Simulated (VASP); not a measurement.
# HfTi2S4 (P-4m2) in VASP: single point with PBE

Aim: the single point of HfTi2S4 with PBE.

Program: VASP 6.6.1. These are calculated values, not measurements. Logs are shortened: lines on timing, memory, paths and dates and some standing lists are left out, and cuts for length are marked.

### 1 The cell of the first run

The structure is tetragonal, space group P-4m2 (No. 115). Conventional cell: a = 3.959 Å, b = 3.959 Å, c = 8.367 Å, α = 90.00°, β = 90.00°, γ = 90.00°. Hf (site symmetry -4m2) has 4 S at 2.48 Å and 4 Ti at 3.42 Å within 3.5 Å. Ti (site symmetry 2mm) has 8 S at 2.42 to 3.08 Å within 3.2 Å. S (site symmetry 2mm) has 2 Hf at 2.48 Å and 4 Ti at 3.08 Å and 4 S at 3.34 Å within 3.4 Å. S (site symmetry -4m2) has 4 Ti at 2.42 Å and 4 S at 2.80 Å within 3.2 Å. Within 3.2 Å of S (site symmetry -4m2) lie 4 Ti at 2.42 Å and 4 S at 2.80 Å.

The cell was built from a structure type or drawn by symmetry, and may not be a known phase.

### 2 Single point, PBE, collinear spin

INCAR

```
SYSTEM = HfTi2S4
PREC     = Accurate       ! precision mode
ENCUT    = 520            ! plane-wave cutoff, eV
EDIFF    = 1E-6           ! SCF threshold, eV
ISMEAR   = 0              ! smearing method
SIGMA    = 0.15           ! smearing width, eV
LREAL    = .False.        ! projectors in reciprocal space
LASPH    = .True.         ! aspherical terms in the spheres
NELM     = 150            ! most SCF steps
ALGO     = Normal         ! electronic algorithm
ISIF     = 2              ! what is computed and relaxed
LWAVE    = .False.        ! write WAVECAR
LCHARG   = .True.         ! write CHGCAR
ISPIN    = 2              ! spin polarisation
MAGMOM   = 0 1 1 0 0 0 0  ! initial moments
LORBIT   = 11             ! projections on sites
LMAXMIX  = 4              ! l up to which the mixer works
GGA      = PE             ! functional
LELF     = .True.         ! ELF
LVHAR    = .True.       
NBANDS   = 42             ! bands
```

KPOINTS

```
regular mesh
0
Gamma
  3 3 2
  0 0 0
```

POSCAR

```
HfTi2S4
1.0
    3.9589865435      0.0000000000      0.0000000000
    0.0000000000      3.9589865435      0.0000000000
    0.0000000000      0.0000000000      8.3674064714
Hf Ti S
1 2 4
Direct
    0.5000000000      0.5000000000      0.5000000000
    0.5000000000      0.0000000000      0.8337941641
    0.0000000000      0.5000000000      0.1662058359
    0.5000000000      0.0000000000      0.3207744115
    0.0000000000      0.5000000000      0.6792255885
    0.5000000000      0.5000000000      0.0000000000
    0.0000000000      0.0000000000      0.0000000000
```

Potentials or basis: VASP PAW PBE potentials, release 64 (Hf_pv, Ti_sv, S).

On the command line:

```sh
cat potpaw_PBE.64/Hf_pv/POTCAR potpaw_PBE.64/Ti_sv/POTCAR potpaw_PBE.64/S/POTCAR > POTCAR
mpirun -np 1 vasp_std > vasp.out
```

OUTCAR:

```text
SYSTEM = HfTi2S4
   PREC = Accurate
   ENCUT = 520
   EDIFF = 1E-6
   ISMEAR = 0
   LREAL = .False.
   LASPH = .True.
   NELM = 150
   ISIF = 2
   ISPIN = 2
   LORBIT = 11
   GGA = PE

 ion  position               nearest neighbor table
   1  0.500  0.500  0.500-   4 2.48   5 2.48   4 2.48   5 2.48
   2  0.500  0.000  0.834-   6 2.42   7 2.42   6 2.42   7 2.42
   3  0.000  0.500  0.166-   6 2.42   7 2.42   7 2.42   6 2.42
   4  0.500  0.000  0.321-   1 2.48   1 2.48
   5  0.000  0.500  0.679-   1 2.48   1 2.48
   6  0.500  0.500  0.000-   2 2.42   3 2.42   2 2.42   3 2.42
   7  0.000  0.000  0.000-   2 2.42   3 2.42   3 2.42   2 2.42

  LATTYP: Found a simple tetragonal cell.
 ALAT       =     3.9589865435
 C/A-ratio  =     2.1135223319

  Lattice vectors:

 A1 = (   3.9589865435,   0.0000000000,   0.0000000000)
 A2 = (   0.0000000000,   3.9589865435,   0.0000000000)
 A3 = (   0.0000000000,   0.0000000000,   8.3674064714)

Analysis of symmetry for initial positions (statically):
=====================================================================
 Subroutine PRICEL returns:
 Original cell was already a primitive cell.

 Routine SETGRP: Setting up the symmetry group for a
 simple tetragonal supercell.

 Subroutine GETGRP returns: Found  8 space group operations
 (whereof  8 operations were pure point group operations)
 out of a pool of 16 trial point group operations.

The static configuration has the point symmetry D_2d.

Analysis of symmetry for dynamics (positions and initial velocities):
=====================================================================
 Subroutine PRICEL returns:
 Original cell was already a primitive cell.

 Routine SETGRP: Setting up the symmetry group for a
 simple tetragonal supercell.

 Subroutine GETGRP returns: Found  8 space group operations
 (whereof  8 operations were pure point group operations)
 out of a pool of 16 trial point group operations.

The dynamic configuration has the point symmetry D_2d.

Analysis of structural, dynamic, and magnetic symmetry:
=====================================================================
 Subroutine PRICEL returns:
 Original cell was already a primitive cell.

 Routine SETGRP: Setting up the symmetry group for a
 simple tetragonal supercell.

 Subroutine GETGRP returns: Found  8 space group operations
 (whereof  8 operations were pure point group operations)
 out of a pool of 16 trial point group operations.

The overall configuration has the point symmetry D_2d.

 Subroutine INISYM returns: Found  8 space group operations
 (whereof  8 operations are pure point group operations),
 and found     1 'primitive' translations

----------------------------------------------------------------------------------------

                                     Primitive cell

  volume of cell :     131.1472

  direct lattice vectors                    reciprocal lattice vectors
     3.958986544  0.000000000  0.000000000     0.252589896  0.000000000  0.000000000
     0.000000000  3.958986544  0.000000000     0.000000000  0.252589896  0.000000000
     0.000000000  0.000000000  8.367406471     0.000000000  0.000000000  0.119511345

  length of vectors
     3.958986544  3.958986544  8.367406471     0.252589896  0.252589896  0.119511345

  position of ions in fractional coordinates (direct lattice)
     0.500000000  0.500000000  0.500000000
     0.500000000  0.000000000  0.833794164
     0.000000000  0.500000000  0.166205836
     0.500000000  0.000000000  0.320774411
     0.000000000  0.500000000  0.679225589
     0.500000000  0.500000000  0.000000000
     0.000000000  0.000000000  0.000000000

  ion indices of the primitive-cell ions
   primitive index   ion index
                 1           1
                 2           2
                 3           3
                 4           4
                 5           5
                 6           6
                 7           7

----------------------------------------------------------------------------------------

 KPOINTS: regular mesh

Automatic generation of k-mesh.
[... 30 lines left out ...]
   number of dos      NEDOS =    301   number of ions     NIONS =      7
   total plane-waves  NPLWV =  57600
   dimension x,y,z NGX =    30 NGY =   30 NGZ =   64
   dimension x,y,z NGXF=    60 NGYF=   60 NGZF=  128
   ions per type =               1   2   4
   NGX,Y,Z   is equivalent  to a cutoff of  12.60, 12.60, 12.72 a.u.
   NGXF,Y,Z  is equivalent  to a cutoff of  25.20, 25.20, 25.43 a.u.
 SYSTEM =  HfTi2S4
   PREC   = accura    normal or accurate (medium, high low for compatibility)
   ISTART =      0    job   : 0-new  1-cont  2-samecut
   ICHARG =      2    charge: 1-file 2-atom 10-const
   ISPIN  =      2    spin polarized calculation?
   LNONCOLLINEAR =      F non collinear calculations
   LSORBIT =      F    spin-orbit coupling
   LASPH  =      T    aspherical Exc in radial PAW
   ENCUT  =  520.0 eV  38.22 Ry    6.18 a.u.   7.36  7.36 15.56*2*pi/ulx,y,z
   NELM   =    150;   NELMIN=  2; NELMDL= -5     # of ELM steps
   EDIFF  = 0.1E-05   stopping-criterion for ELM
   LREAL  =      F    real-space projection
   EDIFFG = 0.1E-04   stopping-criterion for IOM
   NSW    =      0    number of steps for IOM
   IBRION =     -1    ionic relax: 0-MD 1-quasi-New 2-CG
   NFREE  =      0    steps in history (QN), initial steepest desc. (CG)
   ISIF   =      2    stress and relaxation
   ISYM   =      2    0-nonsym 1-usesym 2-fastsym
   POTIM  = 0.5000    time-step for ionic-motion
   TEBEG  =    0.0;   TEEND  =   0.0 temperature during run
   PSTRESS=    0.0 pullay stress
   NELECT =      58.0000    total number of electrons
   NUPDOWN=      -1.0000    fix difference up-down
   EMIN   =  10.00;   EMAX   =-10.00  energy-range for DOS
   EFERMI =   0.00;   METHOD = LEGACY
   ISMEAR =     0;   SIGMA  =   0.15  broadening in eV -4-tet -1-fermi 0-gaus
   EFERMI_NEDOS =   21; number of points for ismear=-14 and -15
   IALGO  =     38    algorithm
   IMIX   =      4    mixing-type and parameters
     AMIX     =   0.40;   BMIX     =  1.00
     AMIX_MAG =   1.60;   BMIX_MAG =  1.00
  volume/ion in A,a.u.               =      18.74       126.43
  Fermi-wavevector in a.u.,A,eV,Ry     =   1.247282  2.357020 21.166739  1.555711
  Thomas-Fermi vector in A             =   2.381421
   LORBIT       =     11    0 simple, 1 ext, 2 COOP (PROOUT), +10 PAW based schemes
   GGA     = PE    functional components
   LHFCALC =     F    Hartree Fock is set to
   AEXX    =    0.0000 exact exchange contribution
   IVDW    =     0    specifies the selected vdW correction
   LEPSILON=     F    determine dielectric tensor
   LRPA    =     F    only Hartree local field effects (RPA)
 spin polarized calculation
 Gauss-broadening in eV      SIGMA  =   0.15
  energy-cutoff  :      520.00
  volume of cell :      131.15
 maximum number of plane-waves:      3567
 NGX is ok and might be reduce to    30
   NGX = 15   NGY = 15   NGZ = 31

 number of electron      58.0000000 magnetization       0.1382503

 Free energy of the ion-electron system (eV)
  ---------------------------------------------------
  ext. energy  EPLUGINS =         0.00000000
  ---------------------------------------------------
  free energy    TOTEN  =       -48.00226961 eV

  energy without entropy =      -47.94545166  energy(sigma->0) =      -47.97386063

 E-fermi :   7.2072     XC(G=0): -10.5465

 val. band max:        7.1354301347   @ k =   0.3333   0.0000   0.0000
 cond. band min:       7.2216778633   @ k =   0.3333   0.0000   0.0000
 fundamental gap:      0.0862477287
 Fermi energy:         7.2071946111

 spin component 1

 k-point     1 :       0.0000    0.0000    0.0000
  band No.  band energies     occupation
      1     -50.5121      1.00000
      2     -50.5099      1.00000
      3     -26.8492      1.00000
      4     -26.8492      1.00000
      5     -26.8246      1.00000
      6     -26.8246      1.00000
[... 253 lines left out ...]
     40       9.9291      0.00000
     41      10.2046      0.00000
 Fermi energy:         7.2071946111

 spin component 2

 k-point     1 :       0.0000    0.0000    0.0000
  band No.  band energies     occupation
      1     -50.4455      1.00000
      2     -50.4433      1.00000
      3     -26.7793      1.00000
      4     -26.7793      1.00000
      5     -26.7638      1.00000
      6     -26.7638      1.00000
[... 253 lines left out ...]
     40       9.9440      0.00000
     41      10.2141      0.00000
 [bands above 41 left out]

------------------------ aborting loop because EDIFF is reached ----------------------------------------

  FORCE on cell =-STRESS in cart. coord.  units (eV):
  Direction    XX          YY          ZZ          XY          YZ          ZX
  --------------------------------------------------------------------------------------
  -------------------------------------------------------------------------------------
  Total        0.2971066      0.2971066      0.0428317      0.0000000      0.0000000      0.0000000
  in kB        3.6296437      3.6296437      0.5232589      0.0000000      0.0000000      0.0000000
  external PRESSURE =       2.5941821 kB  Pullay stress =       0.0000000 kB

 VOLUME and BASIS-vectors are now :
 -----------------------------------------------------------------------------
  energy-cutoff  :      520.00
  volume of cell :      131.15
      direct lattice vectors                 reciprocal lattice vectors
     3.958986544  0.000000000  0.000000000     0.252589896  0.000000000  0.000000000
     0.000000000  3.958986544  0.000000000     0.000000000  0.252589896  0.000000000
     0.000000000  0.000000000  8.367406471     0.000000000  0.000000000  0.119511345

 POSITION                                       TOTAL-FORCE (eV/Angst)
 -----------------------------------------------------------------------------------
      1.97949      1.97949      4.18370         0.000000      0.000000      0.000000
      1.97949      0.00000      6.97669         0.000000     -0.000000     -0.057791
      0.00000      1.97949      1.39071         0.000000     -0.000000      0.057791
      1.97949      0.00000      2.68405         0.000000     -0.000000      0.068824
      0.00000      1.97949      5.68336        -0.000000     -0.000000     -0.068824
      1.97949      1.97949      0.00000         0.000000      0.000000      0.000000
      0.00000      0.00000      0.00000         0.000000     -0.000000      0.000000
 -----------------------------------------------------------------------------------
    total drift:                                0.000000      0.000000      0.000000

  FREE ENERGIE OF THE ION-ELECTRON SYSTEM (eV)
  ---------------------------------------------------
  free  energy   TOTEN  =       -48.0022696094 eV

  energy  without entropy=      -47.9454516552  energy(sigma->0) =      -47.97386063

 total charge

# of ion       s       p       d       tot
------------------------------------------
    1        0.299   6.397   1.609   8.305
    2        2.161   6.091   1.963  10.215
    3        2.161   6.091   1.963  10.215
    4        1.332   2.382   0.000   3.714
    5        1.332   2.382   0.000   3.714
    6        1.347   2.428   0.000   3.775
    7        1.345   2.431   0.000   3.775
--------------------------------------------------
tot          9.977  28.200   5.535  43.711

 magnetization (x)

# of ion       s       p       d       tot
------------------------------------------
    1       -0.000   0.000  -0.008  -0.008
    2        0.001   0.000   0.067   0.068
    3        0.001   0.000   0.067   0.068
    4       -0.000  -0.001   0.000  -0.001
    5       -0.000  -0.001   0.000  -0.001
    6       -0.001  -0.006   0.000  -0.006
    7       -0.001  -0.006   0.000  -0.006
--------------------------------------------------
tot         -0.000  -0.013   0.126   0.113
```

Wall time 74 s (1 thread of AMD EPYC 9R45 (Zen 5), shared host); peak memory 0.26 GiB.

What came out:

* Free energy: -48.0023 eV
* Pressure: 0.3 GPa
* Largest force: 0.069 eV/Å
* Net moment: 0.14 μB per cell
* Site moments: Hf -0.01; Ti +0.07; S -0.00, -0.01 (each value once) μB
* Valence electrons inside the program's atomic spheres: Hf 8.30; Ti 10.21; S 3.71, 3.77 (each value once)

Forces on the atoms (eV/Å):
```
Hf   0.000  0.000  0.000
Ti   0.000  0.000 -0.058
Ti   0.000  0.000  0.058
S    0.000  0.000  0.069
S    0.000  0.000 -0.069
S    0.000  0.000  0.000
S    0.000  0.000  0.000
```

Caveat: the k points lie up to 0.53 Å⁻¹ apart; spin-orbit coupling is left out, which moves the levels of the heavy elements.
